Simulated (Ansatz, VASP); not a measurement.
# CuO: VASP beside Ansatz

POSCAR

```
CuO
1.0
    2.3446500000     -1.7134000000      0.0000000000
    2.3446500000      1.7134000000      0.0000000000
   -0.8605543552      0.0000000000      5.0594363927
Cu O
2 2
Direct
    0.4968000000      0.0032000000      0.5000000000
    0.0032000000      0.4968000000      0.0000000000
    0.4056000000      0.5714000000      0.7537000000
    0.5714000000      0.4056000000      0.2537000000
```

INCAR.step1

```
SYSTEM = CuO
PREC = Accurate ; ENCUT = 520
ISMEAR = -1 ; SIGMA = 0.05
LREAL = .FALSE. ; LASPH = .TRUE.
NELM = 80 ; NBANDS = 25
GGA = PE ; ALGO = Normal
EDIFF = 1E-4 ; LWAVE = .TRUE.
LCHARG = .FALSE.
```

Contents of INCAR.step2:

```
SYSTEM = CuO
PREC = Accurate ; ENCUT = 520
EDIFF = 1E-6 ; ISMEAR = -1
SIGMA = 0.05 ; LREAL = .FALSE.
LASPH = .TRUE. ; NELM = 80
ALGO = Normal ; ISIF = 2
LWAVE = .FALSE. ; LCHARG = .FALSE.
METAGGA = R2SCAN ; LMIXTAU = .TRUE.
NBANDS = 25 ; ISTART = 1
```

KPOINTS

```
regular mesh
0
G
  10 10 5
  0 0 0
```

Contents of input.yaml:

```yaml
crystal:
  lattice:
    - [2.34465, -1.7134, 0.0]
    - [2.34465, 1.7134, 0.0]
    - [-0.8605543552, 0.0, 5.0594363927]
  atoms:
    - { symbol: Cu, position: [0.4968, 0.0032, 0.5] }
    - { symbol: Cu, position: [0.0032, 0.4968, 0.0] }
    - { symbol: O, position: [0.4056, 0.5714, 0.7537] }
    - { symbol: O, position: [0.5714, 0.4056, 0.2537] }
hamiltonian:
  xc: r2scan
  pseudopotentials: { kind: paw }
kpoints:
  mp_grid: { grid: [10, 10, 5] }
  band_path:
    path:
      - [[0.0, 0.0, 0.0], [-0.5, -0.5, 0.0], [-0.5249462874, -0.5249462874, 0.3256415493], [-0.5, -0.5, 0.5], [-0.6336780905, -0.3663219095, 0.5]]
      - [[-0.3663219095, 0.3663219095, 0.5], [0.0, 0.0, 0.5], [-0.4750537126, -0.4750537126, 0.6743584507]]
      - [[-0.5, -0.5, 0.0], [-0.6126314136, -0.3873685864, 0.0]]
      - [[-0.3873685864, 0.3873685864, 0.0], [0.0, 0.0, 0.0], [-0.5, 0.0, 0.0]]
      - [[-0.5, 0.0, 0.5], [0.0, 0.0, 0.0]]
    npoints: 14
scf:
  occupations: { method: fermi_dirac, width: 0.05 }
  n_extra_bands: 10
output:
  forces: true
  stress: true
  eigenvalues: true
  fatbands: false
```

Alike in both runs: functional r2SCAN; k mesh 10 × 10 × 5; occupations fermi-dirac, width 0.05 eV; no spin polarisation.

|  | VASP | Ansatz |
| --- | --- | --- |
| version | VASP 6.6.1 | Ansatz 0.2.0 |
| potentials or method | VASP PAW PBE potentials, release 64 (Cu, O) | Ansatz PAW |
| plane-wave cutoff (eV) | 520 | 500 |
| valence electrons in the cell | 34 | 50 |
| task | single point | band structure |

Ansatz gave:

* gap on the k mesh at the Fermi level (eV): none
* pressure (GPa): -1.3
* traceless stress, the component that is largest in VASP (GPa): -1.15
* rms of the force components (eV/Å): 0.424

Task: What did VASP give for the same quantities?

Result: gap on the k mesh at the Fermi level (eV): none; pressure (GPa): -0.3; traceless stress, the component that is largest in VASP (GPa): -1.27; rms of the force components (eV/Å): 0.435.

VASP's potentials were made for PBE, not for r2SCAN. Atom by atom the forces differ by 0.024 eV/Å (rms over components). A gap of «none» marks a metal or a gap that the smearing closes. With one functional, cell and mesh, what is left measures potentials, basis and numerics. VASP's potentials hold 34 valence electrons a cell and Ansatz's 50, so a difference there can come from the potentials and not from the codes.
